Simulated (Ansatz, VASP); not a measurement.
MgS: VASP beside Ansatz

```
CELL_PARAMETERS angstrom
0.00000 2.99648 2.56447
2.99648 0.00000 2.56447
2.99648 2.99648 0.00000
ATOMIC_POSITIONS crystal
Mg 0.00000 0.00000 0.00000
S 0.25000 0.25000 0.25000
```

Change from the starting cell: epitaxial_xy strain +5.8%.

Alike in both runs: task single point; functional HSE06; k mesh 6 × 6 × 6; no spin polarisation.

|  | VASP | Ansatz |
| --- | --- | --- |
| version | VASP 6.6.1 | Ansatz 0.2.0 |
| potentials or method | VASP PAW PBE potentials, release 64 (Mg, S) | plane waves, PAW |
| plane-wave cutoff (eV) | 520 | 420 |
| occupations | gaussian, width 0.01 eV | fixed |
| valence electrons in the cell | 8 | 16 |

```tsv
	VASP	Ansatz	Ansatz less VASP
gap on the k mesh at the Fermi level (eV)	4.12	4.14	+0.017
pressure (GPa)	-1.7	-1.5	+0.17
traceless stress, the component that is largest in VASP (GPa)	1.64	1.60	-0.034
```

VASP's potentials hold 8 valence electrons a cell and Ansatz's 16, so a difference there can come from the potentials and not from the codes. Ansatz's warnings: stress exchange threshold loose, stress scf threshold loose.
